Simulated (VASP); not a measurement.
Set up this calculation in VASP 6.6.1, as the native input.

| Item | Value |
| --- | --- |
| Task | single point |
| Functional | SVWN5 |
| Potentials or basis | VASP PAW PBE potentials, release 64 (Hf_pv, O) |
| Cutoff | 520 eV |
| k mesh | 5 × 5 × 5 |
| Occupations | fermi-dirac, width 0.05 eV |
| Spin | no spin polarisation |
| Dipole correction | no |
| Further INCAR settings | ALGO = Normal; EDIFF = 1e-06; NBANDS = 56 |

The structure of HfO2 lies in POSCAR:

```
HfO2
1.0
    5.1180000000      0.0000000000      0.0000000000
    0.0000000000      5.1857000000      0.0000000000
   -0.8586630598      0.0000000000      5.2138671406
Hf O
4 8
Direct
    0.2755000000      0.4603000000      0.7080000000
    0.7245000000      0.9603000000      0.7920000000
    0.7245000000      0.5397000000      0.2920000000
    0.2755000000      0.0397000000      0.2080000000
    0.0742000000      0.1684000000      0.8467000000
    0.9258000000      0.6684000000      0.6533000000
    0.9258000000      0.8316000000      0.1533000000
    0.0742000000      0.3316000000      0.3467000000
    0.4487000000      0.7419000000      0.9801000000
    0.5513000000      0.2419000000      0.5199000000
    0.5513000000      0.2581000000      0.0199000000
    0.4487000000      0.7581000000      0.4801000000
```

These files were run (other wordings do the same):

INCAR

```
PREC = Accurate
ENCUT = 520
EDIFF = 1E-6
ISMEAR = -1
SIGMA = 0.05
LREAL = F
LASPH = T
NELM = 100
ALGO = Normal
ISIF = 2
LWAVE = F
LCHARG = T
GGA = VW
LELF = T
LVHAR = T
NBANDS = 56
```

KPOINTS

```
Automatic mesh
0
Gamma
  5 5 5
```

Potentials or basis: VASP PAW PBE potentials, release 64 (Hf_pv, O).

The run is started by

```bash
$ cat potpaw_PBE.64/Hf_pv/POTCAR potpaw_PBE.64/O/POTCAR > POTCAR
$ mpirun -np 1 vasp_std > vasp.out
```

It gave:

The pressure is -10.7 GPa, the largest force is 0.413 eV/Å and the band gap on the k mesh is 3.98 eV (least direct gap 4.05 eV).

Caveat: the cell stands under tension; the PAW data sets were made with another functional, which shifts forces and pressure a little; spin-orbit coupling is left out, which moves the levels of the heavy elements; an odd mesh through Γ misses points on the zone boundary, where band edges can lie.

Wall time 5.4 min on 1 thread of Intel(R) Xeon(R) Platinum 8259CL CPU @ 2.50GHz (Skylake/Cascade Lake), on a shared host, peak memory 0.34 GiB.
